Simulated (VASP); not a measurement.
# PrScO (P4/mmm) in VASP: a series of runs

Runs on PrScO. Level: PBE. Tasks: relaxation of shape and atoms at fixed volume.

Program: VASP 6.6.1. These are calculated values, not measurements. Logs are shortened: lines on timing, memory, paths and dates and some standing lists are left out, and cuts for length are marked.

## Step 1: The cell of the first run

Symmetry: P4/mmm, No. 123, tetragonal system. Conventional cell: a = 3.586 Å, b = 3.586 Å, c = 4.132 Å, α = 90.00°, β = 90.00°, γ = 90.00°. Within 3.3 Å of Pr (site symmetry 4/mmm) lie 4 O at 2.54 Å and 8 Sc at 3.27 Å. Within 2.7 Å of Sc (site symmetry 4/mmm) lie 2 O at 2.07 Å. Within 2.7 Å of O (site symmetry 4/mmm) lie 2 Sc at 2.07 Å and 4 Pr at 2.54 Å.

## Step 2: Relaxation of shape and atoms at fixed volume, PBE (17.71 Å³/atom)

The input, INCAR:

```
ALGO = Normal ; EDIFF = 1E-7
EDIFFG = -0.01 ; ENCUT = 600
GGA = PE ; GGA_COMPAT = False
IBRION = 2 ; ISIF = 4
ISMEAR = 0 ; LASPH = True
LCHARG = False ; LMAXMIX = 6
LREAL = False ; LWAVE = False
NELM = 200 ; NELMIN = 4
NSW = 50 ; PREC = Accurate
SIGMA = 0.1
```

The input, KPOINTS:

```
k-points
0
Gamma
  10 10 8
```

The input, POSCAR:

```
PrScO
1.0
    3.5859238947      0.0000000000      0.0000000000
    0.0000000000      3.5859238947      0.0000000000
    0.0000000000      0.0000000000      4.1319258561
Pr Sc O
1 1 1
Direct
    0.0000000000      0.0000000000      0.5000000000
    0.5000000000      0.5000000000      0.0000000000
    0.5000000000      0.5000000000      0.5000000000
```

Potentials or basis: VASP PAW PBE potentials, release 64 (Pr_3, Sc_sv, O), 4f in core.

On the command line:

```console
$ cat potpaw_PBE.64/Pr_3/POTCAR potpaw_PBE.64/Sc_sv/POTCAR potpaw_PBE.64/O/POTCAR > POTCAR
$ mpirun -np 1 vasp_std > vasp.out
```

OUTCAR:

```text
EDIFF = 1E-7
   EDIFFG = -0.01
   ENCUT = 600
   GGA = PE
   IBRION = 2
   ISIF = 4
   ISMEAR = 0
   LASPH = True
   LREAL = False
   NELM = 200
   NELMIN = 4
   NSW = 50
   PREC = Accurate

 ion  position               nearest neighbor table
   1  0.000  0.000  0.500-   3 2.54   3 2.54   3 2.54   3 2.54   2 3.27   2 3.27   2 3.27   2 3.27
                             2 3.27   2 3.27   2 3.27   2 3.27
   2  0.500  0.500  0.000-   3 2.07   3 2.07   1 3.27   1 3.27   1 3.27   1 3.27   1 3.27   1 3.27
                             1 3.27   1 3.27
   3  0.500  0.500  0.500-   2 2.07   2 2.07   1 2.54   1 2.54   1 2.54   1 2.54

  LATTYP: Found a simple tetragonal cell.
 ALAT       =     3.5859238947
 C/A-ratio  =     1.1522625626

  Lattice vectors:

 A1 = (   3.5859238947,   0.0000000000,   0.0000000000)
 A2 = (   0.0000000000,   3.5859238947,   0.0000000000)
 A3 = (   0.0000000000,   0.0000000000,   4.1319258561)

Analysis of symmetry for initial positions (statically):
=====================================================================
 Subroutine PRICEL returns:
 Original cell was already a primitive cell.

 Routine SETGRP: Setting up the symmetry group for a
 simple tetragonal supercell.

 Subroutine GETGRP returns: Found 16 space group operations
 (whereof 16 operations were pure point group operations)
 out of a pool of 16 trial point group operations.

The static configuration has the point symmetry D_4h.

Analysis of symmetry for dynamics (positions and initial velocities):
=====================================================================
 Subroutine PRICEL returns:
 Original cell was already a primitive cell.

 Routine SETGRP: Setting up the symmetry group for a
 simple tetragonal supercell.

 Subroutine GETGRP returns: Found 16 space group operations
 (whereof 16 operations were pure point group operations)
 out of a pool of 16 trial point group operations.

The dynamic configuration has the point symmetry D_4h.

 Subroutine INISYM returns: Found 16 space group operations
 (whereof 16 operations are pure point group operations),
 and found     1 'primitive' translations

----------------------------------------------------------------------------------------

                                     Primitive cell

  volume of cell :      53.1318

  direct lattice vectors                    reciprocal lattice vectors
     3.585923895  0.000000000  0.000000000     0.278868160  0.000000000  0.000000000
     0.000000000  3.585923895  0.000000000     0.000000000  0.278868160  0.000000000
     0.000000000  0.000000000  4.131925856     0.000000000  0.000000000  0.242017895

  length of vectors
     3.585923895  3.585923895  4.131925856     0.278868160  0.278868160  0.242017895

  position of ions in fractional coordinates (direct lattice)
     0.000000000  0.000000000  0.500000000
     0.500000000  0.500000000  0.000000000
     0.500000000  0.500000000  0.500000000

  ion indices of the primitive-cell ions
   primitive index   ion index
                 1           1
                 2           2
                 3           3

----------------------------------------------------------------------------------------

 KPOINTS: k-points

Automatic generation of k-mesh.
 Grid dimensions read from file:
 generate k-points for:   10   10    8

 Generating k-lattice:

  Cartesian coordinates                     Fractional coordinates (reciprocal lattice)
     0.027886816  0.000000000  0.000000000     0.100000000  0.000000000  0.000000000
     0.000000000  0.027886816  0.000000000     0.000000000  0.100000000  0.000000000
     0.000000000  0.000000000  0.030252237     0.000000000  0.000000000  0.125000000

  Length of vectors
     0.027886816  0.027886816  0.030252237

  Shift w.r.t. Gamma in fractional coordinates (k-lattice)
     0.000000000  0.000000000  0.000000000

 Subroutine IBZKPT returns following result:
 ===========================================

 Found    105 irreducible k-points:

 Following reciprocal coordinates:
            Coordinates               Weight
  0.000000  0.000000  0.000000      1.000000
  0.100000  0.000000  0.000000      4.000000
  0.200000  0.000000  0.000000      4.000000
  0.300000  0.000000  0.000000      4.000000
  0.400000  0.000000  0.000000      4.000000
  0.500000  0.000000  0.000000      2.000000
[... 16 lines left out ...]
  0.100000  0.000000  0.125000      8.000000
  0.200000  0.000000  0.125000      8.000000
 [... further k-points ...]
   k-points           NKPTS =    105   k-points in BZ     NKDIM =    105   number of bands    NBANDS=     18
   number of dos      NEDOS =    301   number of ions     NIONS =      3
   total plane-waves  NPLWV =  32400
   dimension x,y,z NGX =    30 NGY =   30 NGZ =   36
   dimension x,y,z NGXF=    60 NGYF=   60 NGZF=   72
   ions per type =               1   1   1
   NGX,Y,Z   is equivalent  to a cutoff of  13.91, 13.91, 14.48 a.u.
   NGXF,Y,Z  is equivalent  to a cutoff of  27.82, 27.82, 28.97 a.u.
 SYSTEM =  unknown system
   PREC   = accura    normal or accurate (medium, high low for compatibility)
   ISTART =      0    job   : 0-new  1-cont  2-samecut
   ICHARG =      2    charge: 1-file 2-atom 10-const
   ISPIN  =      1    spin polarized calculation?
   LNONCOLLINEAR =      F non collinear calculations
   LSORBIT =      F    spin-orbit coupling
   LASPH  =      T    aspherical Exc in radial PAW
   ENCUT  =  600.0 eV  44.10 Ry    6.64 a.u.   7.16  7.16  8.25*2*pi/ulx,y,z
   NELM   =    200;   NELMIN=  4; NELMDL= -5     # of ELM steps
   EDIFF  = 0.1E-06   stopping-criterion for ELM
   LREAL  =      F    real-space projection
   EDIFFG = -.1E-01   stopping-criterion for IOM
   NSW    =     50    number of steps for IOM
   IBRION =      2    ionic relax: 0-MD 1-quasi-New 2-CG
   NFREE  =      1    steps in history (QN), initial steepest desc. (CG)
   ISIF   =      4    stress and relaxation
   ISYM   =      2    0-nonsym 1-usesym 2-fastsym
   POTIM  = 0.5000    time-step for ionic-motion
   TEBEG  =    0.0;   TEEND  =   0.0 temperature during run
   PSTRESS=    0.0 pullay stress
   NELECT =      28.0000    total number of electrons
   NUPDOWN=      -1.0000    fix difference up-down
   EMIN   =  10.00;   EMAX   =-10.00  energy-range for DOS
   EFERMI =   0.00;   METHOD = LEGACY
   ISMEAR =     0;   SIGMA  =   0.10  broadening in eV -4-tet -1-fermi 0-gaus
   EFERMI_NEDOS =   21; number of points for ismear=-14 and -15
   IALGO  =     38    algorithm
   IMIX   =      4    mixing-type and parameters
     AMIX     =   0.40;   BMIX     =  1.00
     AMIX_MAG =   1.60;   BMIX_MAG =  1.00
  volume/ion in A,a.u.               =      17.71       119.52
  Fermi-wavevector in a.u.,A,eV,Ry     =   1.322338  2.498857 23.790861  1.748579
  Thomas-Fermi vector in A             =   2.452027
   LORBIT       =      0    0 simple, 1 ext, 2 COOP (PROOUT), +10 PAW based schemes
   GGA     = PE    functional components
   LHFCALC =     F    Hartree Fock is set to
   AEXX    =    0.0000 exact exchange contribution
   IVDW    =     0    specifies the selected vdW correction
   LEPSILON=     F    determine dielectric tensor
   LRPA    =     F    only Hartree local field effects (RPA)
 conjugate gradient relaxation of ions
 non-spin polarized calculation
 Gauss-broadening in eV      SIGMA  =   0.10
  energy-cutoff  :      600.00
  volume of cell :       53.13
 maximum number of plane-waves:      1798
 NGX is ok and might be reduce to    30
   NGX = 15   NGY = 15   NGZ = 17

--------------------------------------- Ionic step        1  -------------------------------------------

 number of electron      28.0000004 magnetization

 Free energy of the ion-electron system (eV)
  ---------------------------------------------------
  ext. energy  EPLUGINS =         0.00000000
  ---------------------------------------------------
  free energy    TOTEN  =       -21.71694275 eV

  energy without entropy =      -21.71079793  energy(sigma->0) =      -21.71387034

------------------------ aborting loop because EDIFF is reached ----------------------------------------

  FORCE on cell =-STRESS in cart. coord.  units (eV):
  Direction    XX          YY          ZZ          XY          YZ          ZX
  --------------------------------------------------------------------------------------
  -------------------------------------------------------------------------------------
  Total        3.2299294      3.2299294      4.1140617      0.0000000      0.0000000      0.0000000
  in kB       97.3977556     97.3977556    124.0585578      0.0000000      0.0000000      0.0000000
  external PRESSURE =     106.2846897 kB  Pullay stress =       0.0000000 kB
[... 59 lines left out ...]
  energy  without entropy=      -21.7137500424  energy(sigma->0) =      -21.71694181

--------------------------------------- Ionic step        3  -------------------------------------------

 number of electron      28.0000006 magnetization

 Free energy of the ion-electron system (eV)
  ---------------------------------------------------
  ext. energy  EPLUGINS =         0.00000000
  ---------------------------------------------------
  free energy    TOTEN  =       -21.72031123 eV

  energy without entropy =      -21.71395026  energy(sigma->0) =      -21.71713075

 E-fermi :   5.5445     XC(G=0): -10.9905

 val. band max:        5.5113790785   @ k =   0.4000   0.3000   0.0000
 cond. band min:       5.5566153994   @ k =   0.3000   0.3000   0.2500
 fundamental gap:      0.0452363209
 Fermi energy:         5.5444826020

 k-point     1 :       0.0000    0.0000    0.0000
  band No.  band energies     occupation
      1     -43.7798      2.00000
      2     -30.5310      2.00000
      3     -22.5857      2.00000
      4     -22.4039      2.00000
      5     -22.4039      2.00000
      6     -14.3128      2.00000
[... 10 lines left out ...]
     17       7.6651      0.00000
     18       7.9924      0.00000
[... 466 lines left out ...]
      2     -30.4993      2.00000
      3     -22.6058      2.00000
      4     -22.4324      2.00000
      5     -22.3993      2.00000
      6     -14.7757      2.00000
[... 10 lines left out ...]
     17       7.7676      0.00000
     18       7.9433      0.00000

 [... further k-points ...]
[... 5 lines left out ...]
  --------------------------------------------------------------------------------------
  -------------------------------------------------------------------------------------
  Total        3.4082325      3.4082325      3.4094185      0.0000000     -0.0000000     -0.0000000
  in kB      102.7744447    102.7744447    102.8102092      0.0000000     -0.0000000     -0.0000000
  external PRESSURE =     102.7863662 kB  Pullay stress =       0.0000000 kB
[... 18 lines left out ...]
  FREE ENERGIE OF THE ION-ELECTRON SYSTEM (eV)
  ---------------------------------------------------
  free  energy   TOTEN  =       -21.7203112293 eV

  energy  without entropy=      -21.7139502617  energy(sigma->0) =      -21.71713075

 reached required accuracy - stopping structural energy minimisation
```

It took 3.1 min on 1 thread of AMD EPYC 9R14 (Zen 4), shared host; peak memory 0.25 GiB.

Results:

- Free energy: -21.7203 eV
- Energy gained by relaxing: 1.1 meV/atom
- Ionic steps: 3
- Pressure after relaxing: 10.3 GPa
- Band gap on the k mesh: zero (bands 14 and 15 overlap by 1.75 eV)

Step by step:
```csv
step,energy change (eV),largest force (eV/Å),pressure (GPa),volume (Å³)
1,0.0000,0.0000,10.63,53.13
2,-0.0032,0.0000,10.21,53.13
3,-0.0034,0.0000,10.28,53.13
```

Final structure:
```xyz
3
Lattice="3.5722 0.0000 0.0000 0.0000 3.5722 0.0000 0.0000 0.0000 4.1637" Properties=species:S:1:pos:R:3 pbc="T T T"
Pr    0.0000    0.0000    2.0819
Sc    1.7861    1.7861    0.0000
O     1.7861    1.7861    2.0819
```

Caveat: spin-orbit coupling is left out, which moves the levels of the heavy elements; the 4f electrons are frozen in the core, so they carry no moment and show no levels; the run has no spin polarisation, though such a crystal can be magnetic. Spin polarisation is off, so any magnetic state and its effect on volume and gap are missing.

## Step 3: Relaxation of shape and atoms at fixed volume, PBE (18.29 Å³/atom)

This run uses another cell than the first one, of 18.29 Å³/atom.

INCAR is that of step 2.

KPOINTS is that of step 2.

The input, POSCAR:

```
PrScO
1.0
    3.6335196255      0.0000000000      0.0000000000
    0.0000000000      3.6335196255      0.0000000000
    0.0000000000      0.0000000000      4.1570581245
Pr Sc O
1 1 1
Direct
    0.0000000000      0.0000000000      0.5000000000
    0.5000000000      0.5000000000      0.0000000000
    0.5000000000      0.5000000000      0.5000000000
```

Potentials or basis: VASP PAW PBE potentials, release 64 (Pr_3, Sc_sv, O), 4f in core.

On the command line:

```console
$ cat potpaw_PBE.64/Pr_3/POTCAR potpaw_PBE.64/Sc_sv/POTCAR potpaw_PBE.64/O/POTCAR > POTCAR
$ mpirun -np 1 vasp_std > vasp.out
```

It took 3.1 min on 1 thread of AMD EPYC 9R14 (Zen 4), shared host; peak memory 0.26 GiB.

It converged, with:

- Free energy: -21.8119 eV
- Energy gained by relaxing: 1.2 meV/atom
- Ionic steps: 3
- Pressure after relaxing: 6.3 GPa
- Band gap on the k mesh: zero (bands 14 and 15 overlap by 1.64 eV)

Step by step:
```
step  energy change (eV)  largest force (eV/Å)  pressure (GPa)  volume (Å³)
   1              0.0000                0.0000            6.69        54.88
   2             -0.0035                0.0000            6.27        54.88
   3             -0.0035                0.0000            6.31        54.88
```

Final structure:
```
CELL_PARAMETERS angstrom
3.61859 0.00000 0.00000
0.00000 3.61859 0.00000
0.00000 0.00000 4.19143
ATOMIC_POSITIONS crystal
Pr 0.00000 0.00000 0.50000
Sc 0.50000 0.50000 0.00000
O 0.50000 0.50000 0.50000
```

Levels at points of the mesh, in eV from the Fermi level:
| k point | band 12 | band 13 | band 14 | band 15 | band 16 | band 17 |
| --- | --- | --- | --- | --- | --- | --- |
| (0.00, 0.00, 0.00) | -4.40 | -3.61 | -1.93 | 1.05 | 1.05 | 2.03 |
| (0.50, 0.00, 0.00) | -4.86 | -1.16 | -0.42 | 1.14 | 1.85 | 2.07 |
| (0.50, 0.50, 0.00) | -4.33 | -1.52 | -0.98 | -0.98 | 2.82 | 3.14 |
| (0.00, 0.00, 0.50) | -4.71 | -1.48 | -0.69 | 0.20 | 2.17 | 2.33 |
| (0.50, 0.00, 0.50) | -6.10 | -1.87 | 0.52 | 1.40 | 1.73 | 3.17 |
| (0.50, 0.50, 0.50) | -4.64 | -1.01 | -1.01 | 0.53 | 2.56 | 2.56 |

Caveat: spin-orbit coupling is left out, which moves the levels of the heavy elements; the 4f electrons are frozen in the core, so they carry no moment and show no levels; the run has no spin polarisation, though such a crystal can be magnetic. With open d or f shells a metallic result of PBE can be an artefact of self-interaction; +U or a hybrid may open a gap.

(Part 1 of 2 ends here.)

The gap in the log of VASP goes by the Fermi energy; the results here count the filled bands.